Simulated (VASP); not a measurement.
# Lu (Im-3m) in VASP: single point with B3LYP+D4

Aim: the single point of Lu with B3LYP+D4.

All numbers are computed with VASP 6.6.1; they aren't measurements. Logs are shortened: lines on timing, memory, paths and dates and some standing lists are left out, and cuts for length are marked.

### Step 1. The cell of the first run

The structure is cubic, space group Im-3m (No. 229). The conventional cell has a = 3.908 Å, b = 3.908 Å, c = 3.908 Å, α = 90.00°, β = 90.00°, γ = 90.00°. Lu (site symmetry m-3m) has 14 Lu at 3.38 to 3.91 Å within 4.4 Å.

This isn't the form of Lu at room conditions, which is hcp.

### Step 2. Single point, B3LYP+D4

Input file POSCAR:

```
Lu
1.0
   -1.9541071088      1.9541071088      1.9541071088
    1.9541071088     -1.9541071088      1.9541071088
    1.9541071088      1.9541071088     -1.9541071088
Lu
1
Direct
    0.0000000000      0.0000000000      0.0000000000
```

Input file INCAR.step1:

```
ALGO     = Normal         # electronic algorithm
EDIFF    = 1E-5           # SCF threshold, eV
ENCUT    = 520            # plane-wave cutoff, eV
GGA      = PE             # functional
ISIF     = 2              # what is computed and relaxed
ISMEAR   = 1              # smearing method
KPAR     = 2            
LASPH    = True           # aspherical terms in the spheres
LREAL    = False          # projectors in reciprocal space
LWAVE    = True           # write WAVECAR
NBANDS   = 18             # bands
NELM     = 60             # most SCF steps
PREC     = Accurate       # precision mode
SIGMA    = 0.025          # smearing width, eV
```

Input file INCAR.step2:

```
AEXX     = 0.2            # exact-exchange fraction
AGGAC    = 0.81         
AGGAX    = 0.72         
ALDAC    = 0.19         
ALGO     = Normal         # electronic algorithm
EDIFF    = 1E-6           # SCF threshold, eV
ENCUT    = 520            # plane-wave cutoff, eV
GGA      = B3             # functional
ISIF     = 2              # what is computed and relaxed
ISMEAR   = 1              # smearing method
ISTART   = 1            
IVDW     = 13             # dispersion correction
KPAR     = 2            
LASPH    = True           # aspherical terms in the spheres
LCHARG   = True           # write CHGCAR
LHFCALC  = True           # exact exchange
LREAL    = False          # projectors in reciprocal space
LVHAR    = True         
LWAVE    = False          # write WAVECAR
NBANDS   = 18             # bands
NELM     = 60             # most SCF steps
PREC     = Accurate       # precision mode
PRECFOCK = Normal       
SIGMA    = 0.025          # smearing width, eV
```

Input file KPOINTS:

```
k-points
0
Gamma
  7 7 7
```

Potentials or basis: VASP PAW PBE potentials, release 64 (Lu).

Run with:

```bash
$ cat potpaw_PBE.64/Lu/POTCAR > POTCAR
$ cp INCAR.step1 INCAR
$ mpirun -np 2 vasp_std > vasp.out
$ cp INCAR.step2 INCAR
$ mpirun -np 2 vasp_std > vasp.out
```

OUTCAR:

```text
AEXX = 0.2
   EDIFF = 1E-6
   ENCUT = 520
   GGA = B3
   ISIF = 2
   ISMEAR = 1
   ISTART = 1
   IVDW = 13
   LASPH = True
   LHFCALC = True
   LREAL = False
   NELM = 60
   PREC = Accurate
   PRECFOCK = Normal

 ion  position               nearest neighbor table
   1  0.000  0.000  0.000-

  LATTYP: Found a body centered cubic cell.
 ALAT       =     3.9082142176

  Lattice vectors:

 A1 = (  -1.9541071088,   1.9541071088,   1.9541071088)
 A2 = (   1.9541071088,  -1.9541071088,   1.9541071088)
 A3 = (   1.9541071088,   1.9541071088,  -1.9541071088)

Analysis of symmetry for initial positions (statically):
=====================================================================
 Subroutine PRICEL returns:
 Original cell was already a primitive cell.

 Routine SETGRP: Setting up the symmetry group for a
 body centered cubic supercell.

 Subroutine GETGRP returns: Found 48 space group operations
 (whereof 48 operations were pure point group operations)
 out of a pool of 48 trial point group operations.

The static configuration has the point symmetry O_h .

Analysis of symmetry for dynamics (positions and initial velocities):
=====================================================================
 Subroutine PRICEL returns:
 Original cell was already a primitive cell.

 Routine SETGRP: Setting up the symmetry group for a
 body centered cubic supercell.

 Subroutine GETGRP returns: Found 48 space group operations
 (whereof 48 operations were pure point group operations)
 out of a pool of 48 trial point group operations.

The dynamic configuration has the point symmetry O_h .

 Subroutine INISYM returns: Found 48 space group operations
 (whereof 48 operations are pure point group operations),
 and found     1 'primitive' translations

----------------------------------------------------------------------------------------

                                     Primitive cell

  volume of cell :      29.8473

  direct lattice vectors                    reciprocal lattice vectors
    -1.954107109  1.954107109  1.954107109     0.000000000  0.255871338  0.255871338
     1.954107109 -1.954107109  1.954107109     0.255871338  0.000000000  0.255871338
     1.954107109  1.954107109 -1.954107109     0.255871338  0.255871338  0.000000000

  length of vectors
     3.384612796  3.384612796  3.384612796     0.361856716  0.361856716  0.361856716

  position of ions in fractional coordinates (direct lattice)
     0.000000000  0.000000000  0.000000000

  ion indices of the primitive-cell ions
   primitive index   ion index
                 1           1

----------------------------------------------------------------------------------------

 KPOINTS: k-points

Automatic generation of k-mesh.
 Grid dimensions read from file:
 generate k-points for:    7    7    7

 Generating k-lattice:

  Cartesian coordinates                     Fractional coordinates (reciprocal lattice)
     0.000000000  0.036553048  0.036553048     0.142857143  0.000000000  0.000000000
     0.036553048  0.000000000  0.036553048     0.000000000  0.142857143  0.000000000
     0.036553048  0.036553048  0.000000000     0.000000000  0.000000000  0.142857143

  Length of vectors
     0.051693817  0.051693817  0.051693817

  Shift w.r.t. Gamma in fractional coordinates (k-lattice)
     0.000000000  0.000000000  0.000000000

 Subroutine IBZKPT returns following result:
 ===========================================

 Found     20 irreducible k-points:

 Following reciprocal coordinates:
            Coordinates               Weight
  0.000000  0.000000  0.000000      1.000000
  0.142857  0.000000  0.000000     12.000000
  0.285714  0.000000  0.000000     12.000000
  0.428571  0.000000  0.000000     12.000000
  0.142857  0.142857  0.000000     24.000000
  0.285714  0.142857 -0.000000     48.000000
[... 12 lines left out ...]
 -0.428571 -0.428571  0.285714      8.000000
 -0.428571  0.428571  0.428571      6.000000
   k-points           NKPTS =     20   k-points in BZ     NKDIM =    343   number of bands    NBANDS=     18
   number of dos      NEDOS =    301   number of ions     NIONS =      1
   total plane-waves  NPLWV =  21952
   dimension x,y,z NGX =    28 NGY =   28 NGZ =   28
   dimension x,y,z NGXF=    56 NGYF=   56 NGZF=   56
   ions per type =               1
   NGX,Y,Z   is equivalent  to a cutoff of  13.75, 13.75, 13.75 a.u.
   NGXF,Y,Z  is equivalent  to a cutoff of  27.51, 27.51, 27.51 a.u.
 SYSTEM =  unknown system
   PREC   = accura    normal or accurate (medium, high low for compatibility)
   ISTART =      1    job   : 0-new  1-cont  2-samecut
   ICHARG =      0    charge: 1-file 2-atom 10-const
   ISPIN  =      1    spin polarized calculation?
   LNONCOLLINEAR =      F non collinear calculations
   LSORBIT =      F    spin-orbit coupling
   LASPH  =      T    aspherical Exc in radial PAW
   ENCUT  =  520.0 eV  38.22 Ry    6.18 a.u.   6.29  6.29  6.29*2*pi/ulx,y,z
   NELM   =     60;   NELMIN=  2; NELMDL=  0     # of ELM steps
   EDIFF  = 0.1E-05   stopping-criterion for ELM
   LREAL  =      F    real-space projection
   EDIFFG = 0.1E-04   stopping-criterion for IOM
   NSW    =      0    number of steps for IOM
   IBRION =     -1    ionic relax: 0-MD 1-quasi-New 2-CG
   NFREE  =      0    steps in history (QN), initial steepest desc. (CG)
   ISIF   =      2    stress and relaxation
   ISYM   =      3    0-nonsym 1-usesym 2-fastsym
   POTIM  = 0.5000    time-step for ionic-motion
   TEBEG  =    0.0;   TEEND  =   0.0 temperature during run
   PSTRESS=    0.0 pullay stress
   NELECT =      25.0000    total number of electrons
   NUPDOWN=      -1.0000    fix difference up-down
   EMIN   =  10.00;   EMAX   =-10.00  energy-range for DOS
   EFERMI =   0.00;   METHOD = LEGACY
   ISMEAR =     1;   SIGMA  =   0.03  broadening in eV -4-tet -1-fermi 0-gaus
   EFERMI_NEDOS =   21; number of points for ismear=-14 and -15
   IALGO  =     38    algorithm
   IMIX   =      1    mixing-type and parameters
     AMIX     =   0.40;   BMIX     =  1.00
     AMIX_MAG =   1.60;   BMIX_MAG =  1.00
  volume/ion in A,a.u.               =      29.85       201.42
  Fermi-wavevector in a.u.,A,eV,Ry     =   1.543191  2.916209 32.401456  2.381440
  Thomas-Fermi vector in A             =   2.648889
   LORBIT       =      0    0 simple, 1 ext, 2 COOP (PROOUT), +10 PAW based schemes
   GGA     = B3    functional components
   LHFCALC =     T    Hartree Fock is set to
   PRECFOCK=normal    Normal, Fast or Accurate (Low or Medium for compatibility)
   ENCUT4O =  -1.0   cutoff for four orbital integrals eV
   NKREDX  =     1    reduce k-point grid by
   NKREDY  =     1    reduce k-point grid by
   NKREDZ  =     1    reduce k-point grid by
   AEXX    =    0.2000 exact exchange contribution
   HFSCREEN=    0.0000 screening length (either q_TF or 0.3 A-1)
   HFSCREENC=   0.0000 screening length for correlation (either q_TF or 0.3 A-1)
   ENCUTFOCK=  -1.0 apply spherical cutoff to Coloumb kernel
   IVDW    =    13    specifies the selected vdW correction
   LEPSILON=     F    determine dielectric tensor
   LRPA    =     F    only Hartree local field effects (RPA)
 non-spin polarized calculation
 Methfessel and Paxton  Order N= 1 SIGMA  =   0.03
  energy-cutoff  :      520.00
  volume of cell :       29.85
 maximum number of plane-waves:       812
 NGX is ok and might be reduce to    28
  NGX = 20; NGY = 20; NGZ = 20

 number of electron      24.9999996 magnetization

 Free energy of the ion-electron system (eV)
  ---------------------------------------------------
  ext. energy  EPLUGINS =         0.00000000
  ---------------------------------------------------
  free energy    TOTEN  =        -4.06279410 eV

  energy without entropy =       -4.06264914  energy(sigma->0) =       -4.06274578

 E-fermi :   2.4600     XC(G=0):  -8.4979

 val. band max:        2.4462933862   @ k =   0.2857   0.1429   0.1429
 cond. band min:       2.8010960646   @ k =  -0.2857   0.2857   0.2857
 fundamental gap:      0.3548026784
 Fermi energy:         2.4600193291

 k-point     1 :       0.0000    0.0000    0.0000
  band No.  band energies     occupation
      1     -56.7007      2.00000
      2     -26.2046      2.00000
      3     -26.2046      2.00000
      4     -26.2046      2.00000
      5      -5.5266      2.00000
      6      -5.5266      2.00000
[... 10 lines left out ...]
     17       7.5634      0.00000
     18      15.0856      0.00000

 k-point     2 :       0.1429    0.0000    0.0000
  band No.  band energies     occupation
      1     -56.6943      2.00000
      2     -26.3065      2.00000
      3     -26.2354      2.00000
      4     -26.2053      2.00000
      5      -5.5224      2.00000
      6      -5.5171      2.00000
[... 10 lines left out ...]
     17       7.5679      0.00000
     18      15.5196      0.00000

 k-point     3 :       0.2857    0.0000    0.0000
  band No.  band energies     occupation
      1     -56.6800      2.00000
      2     -26.5263      2.00000
      3     -26.3040      2.00000
      4     -26.2069      2.00000
      5      -5.5168      2.00000
      6      -5.4964      2.00000
[... 10 lines left out ...]
     17       7.7564      0.00000
     18      14.4196      0.00000

 k-point     4 :       0.4286    0.0000    0.0000
  band No.  band energies     occupation
      1     -56.6685      2.00000
      2     -26.6943      2.00000
      3     -26.3584      2.00000
      4     -26.2082      2.00000
      5      -5.5175      2.00000
      6      -5.5048      2.00000
[... 10 lines left out ...]
     17       9.8923      0.00000
     18      12.0225      0.00000

 k-point     5 :       0.1429    0.1429    0.0000
  band No.  band energies     occupation
      1     -56.6840      2.00000
      2     -26.4568      2.00000
      3     -26.2733      2.00000
      4     -26.2284      2.00000
      5      -5.5145      2.00000
      6      -5.5033      2.00000
[... 10 lines left out ...]
     17       7.9495      0.00000
     18      15.0470      0.00000

 k-point     6 :       0.2857    0.1429   -0.0000
  band No.  band energies     occupation
      1     -56.6711      2.00000
      2     -26.6183      2.00000
      3     -26.3573      2.00000
      4     -26.2383      2.00000
      5      -5.5095      2.00000
      6      -5.5010      2.00000
[... 223 lines left out ...]
 k-point    17 :      -0.2857    0.2857    0.2857
  band No.  band energies     occupation
      1     -56.6627      2.00000
      2     -26.5159      2.00000
      3     -26.4137      2.00000
      4     -26.4137      2.00000
      5      -5.5036      2.00000
      6      -5.4913      2.00000
[... 10 lines left out ...]
     17       7.6903      0.00000
     18      14.1570      0.00000

 k-point    18 :      -0.4286    0.4286    0.2857
  band No.  band energies     occupation
      1     -56.6530      2.00000
      2     -26.6027      2.00000
      3     -26.4731      2.00000
      4     -26.4266      2.00000
      5      -5.5226      2.00000
      6      -5.4942      2.00000
[... 10 lines left out ...]
     17       9.4105      0.00000
     18      12.2026      0.00000

 k-point    19 :      -0.4286   -0.4286    0.2857
  band No.  band energies     occupation
      1     -56.6486      2.00000
      2     -26.5656      2.00000
      3     -26.5656      2.00000
      4     -26.4382      2.00000
      5      -5.5303      2.00000
      6      -5.4885      2.00000
[... 10 lines left out ...]
     17      10.4892      0.00000
     18      11.3738      0.00000

 k-point    20 :      -0.4286    0.4286    0.4286
  band No.  band energies     occupation
      1     -56.6444      2.00000
      2     -26.5552      2.00000
      3     -26.5351      2.00000
      4     -26.5351      2.00000
      5      -5.5369      2.00000
      6      -5.4909      2.00000
[... 10 lines left out ...]
     17       9.4440      0.00000
     18      11.4292      0.00000

------------------------ aborting loop because EDIFF is reached ----------------------------------------

  DFT-D4 for vdW energy calculation

  Edisp (eV):   -0.29230

  FORCE on cell =-STRESS in cart. coord.  units (eV):
  Direction    XX          YY          ZZ          XY          YZ          ZX
  --------------------------------------------------------------------------------------
  -------------------------------------------------------------------------------------
  Total       0.11495     0.11495     0.11495    -0.00000    -0.00000     0.00000
  in kB       6.17064     6.17064     6.17064    -0.00000    -0.00000     0.00000
  external pressure =        6.17 kB  Pullay stress =        0.00 kB

 VOLUME and BASIS-vectors are now :
 -----------------------------------------------------------------------------
  energy-cutoff  :      520.00
  volume of cell :       29.85
      direct lattice vectors                 reciprocal lattice vectors
    -1.954107109  1.954107109  1.954107109     0.000000000  0.255871338  0.255871338
     1.954107109 -1.954107109  1.954107109     0.255871338  0.000000000  0.255871338
     1.954107109  1.954107109 -1.954107109     0.255871338  0.255871338  0.000000000

 POSITION                                       TOTAL-FORCE (eV/Angst)
 -----------------------------------------------------------------------------------
      0.00000      0.00000      0.00000         0.000000      0.000000     -0.000000
 -----------------------------------------------------------------------------------
    total drift:                                0.000000      0.000000     -0.000000

  FREE ENERGIE OF THE ION-ELECTRON SYSTEM (eV)
  ---------------------------------------------------
  free  energy   TOTEN  =        -4.3550898714 eV

  energy  without entropy=       -4.3549449096  energy(sigma->0) =       -4.35504155
```

It took 56 min on 2 MPI ranks of AMD EPYC 7R13 (Zen 3), shared host; peak memory 0.16 GiB.

What came out:

```
Free energy                : -4.3551 eV
Pressure                   : 0.6 GPa
Band gap on the k mesh     : zero (an odd number of electrons rules out a gap without spin polarisation)
Dispersion energy per atom : -0.292 eV
```

Caveat: the PAW data sets were made with another functional, which shifts forces and pressure a little; spin-orbit coupling is left out, which moves the levels of the heavy elements.

The gap in the log of VASP goes by the Fermi energy; the results here count the filled bands.